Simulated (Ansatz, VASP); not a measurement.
**SiC in VASP and in Ansatz**

Contents of INCAR:

```
PREC = Accurate
ENCUT = 600
EDIFF = 1E-6
ISMEAR = 0
SIGMA = 0.01
LREAL = False
LASPH = True
NELM = 120
ALGO = Normal
ISIF = 2
LWAVE = False
LCHARG = False
GGA = PE
NBANDS = 26
GGA_COMPAT = False
```

Contents of KPOINTS:

```
Automatic mesh
0
Gamma
  3 3 3
```

The input POSCAR:

```
SiC
1.0
    4.3797050000      0.0000000000      0.0000000000
    0.0000000000      0.0000000000     -4.3797050000
    0.0000000000      4.3797050000      0.0000000000
Si C
4 4
Direct
    0.2500000000      0.2500000000      0.2500000000
    0.2500000000      0.7500000000      0.7500000000
    0.7500000000      0.2500000000      0.7500000000
    0.7500000000      0.7500000000      0.2500000000
    0.0000000000      0.0000000000      0.0000000000
    0.0000000000      0.5000000000      0.5000000000
    0.5000000000      0.0000000000      0.5000000000
    0.5000000000      0.5000000000      0.0000000000
```

Input for Ansatz:

```yaml
crystal:
  lattice:
    - [4.379705, 0.0, 0.0]
    - [0.0, 0.0, -4.379705]
    - [0.0, 4.379705, 0.0]
  atoms:
    - { symbol: Si, position: [0.25, 0.25, 0.25] }
    - { symbol: Si, position: [0.25, 0.75, 0.75] }
    - { symbol: Si, position: [0.75, 0.25, 0.75] }
    - { symbol: Si, position: [0.75, 0.75, 0.25] }
    - { symbol: C, position: [0.0, 0.0, 0.0] }
    - { symbol: C, position: [0.0, 0.5, 0.5] }
    - { symbol: C, position: [0.5, 0.0, 0.5] }
    - { symbol: C, position: [0.5, 0.5, 0.0] }
basis:
  ecutwfc: 420.0
  ecutrho_ratio: 4
  xc_grid: 2
  fft_grid_basis: typed
  precision: f64
kpoints:
  mp_grid: { grid: [3, 3, 3] }
hamiltonian:
  pseudopotentials: { kind: paw, azcp: { folder: soft_1 } }
scf:
  max_iter: 60
  self_checks: high
  occupations: { method: fixed }
output:
  forces: true
checkpoint:
  write: "../host.relax.run"
  compress: false
  write_wavefunctions: true
  write_every: 100000
```

Alike in both runs: task single point; functional PBE; k mesh 3 × 3 × 3; no spin polarisation.

|  | VASP | Ansatz |
| --- | --- | --- |
| version | VASP 6.6.1 | Ansatz 0.2.0 |
| potentials or method | VASP PAW PBE potentials, release 64 (Si, C), cutoff 600 eV | plane-wave PAW DFT |
| occupations | gaussian, width 0.01 eV | fixed |
| valence electrons in the cell | 32 | 32 |

Ansatz gave:

```
gap on the k mesh at the Fermi level (eV) : 1.37
```

Question: Estimate VASP's values.

Answer: gap on the k mesh at the Fermi level (eV): 1.36.

The k mesh is coarse, so the values compare programs but aren't converged.
